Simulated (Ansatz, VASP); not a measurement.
# Mg: VASP beside Ansatz

The input INCAR:

```
ALGO = Normal
EDIFF = 1E-7
EDIFFG = -0.05
ENCUT = 600
GGA = PS
IBRION = 2
ISIF = 3
ISMEAR = 0
LASPH = True
LCHARG = False
LREAL = False
LWAVE = False
NELM = 80
NSW = 80
PREC = Accurate
SIGMA = 0.1
```

Contents of KPOINTS:

```
k-points
0
Gamma
  10 10 10
```

The input POSCAR:

```
Mg
1.0
   -1.5109919964      1.5109919964      1.4220273727
    1.5109919964     -1.5109919964      1.4220273727
    1.5109919964      1.5109919964     -1.4220273727
Mg
1
Direct
    0.0000000000      0.0000000000      0.0000000000
```

Input for Ansatz:

```yaml
crystal:
  lattice:
    - [-1.5109919964, 1.5109919964, 1.4220273727]
    - [1.5109919964, -1.5109919964, 1.4220273727]
    - [1.5109919964, 1.5109919964, -1.4220273727]
  atoms:
    - { symbol: Mg, position: [0.0, 0.0, 0.0] }
basis:
  ecutwfc: 420
kpoints:
  mp_grid: { grid: [10, 10, 10] }
hamiltonian:
  xc: pbesol
scf:
  occupations: { method: gaussian, width: 0.1 }
output:
  forces: true
  stress: true
  eigenvalues: true
relax:
  adjacent_minimum: "off"
  f_tol: 0.05
  max_steps: 60
  cell: { stress_tol: 0.5 }
```

Alike in both runs: task relaxation of cell and atoms; functional PBEsol; k mesh 10 × 10 × 10; occupations gaussian, width 0.1 eV; no spin polarisation.

|  | VASP | Ansatz |
| --- | --- | --- |
| version | VASP 6.6.1 | Ansatz 0.2.0 |
| potentials or method | VASP PAW PBE potentials, release 64 (Mg), cutoff 600 eV | scalar-relativistic, plane waves, PAW |
| valence electrons in the cell | 2 | 10 |

VASP gave:

| Item | Value |
| --- | --- |
| gap on the k mesh at the Fermi level, each at its own relaxed structure (eV) | none |
| relaxed volume (Å³/atom) | 22.60 |
| relaxed length of the cell vector where the two differ most in proportion (Å) | 3.087 |

Question: What did Ansatz give for the same quantities?

Answer: gap on the k mesh at the Fermi level, each at its own relaxed structure (eV): none; relaxed volume (Å³/atom): 22.31; relaxed length of the cell vector where the two differ most in proportion (Å): 3.073.

VASP's potentials were made for PBE, not for PBEsol. A gap of «none» marks a metal or a gap that the smearing closes. VASP's potentials hold 2 valence electrons a cell and Ansatz's 10, so a difference there can come from the potentials and not from the codes.

Noted on VASP's run: the volume moved by over 15 % at a fixed basis, so the end points are rough.
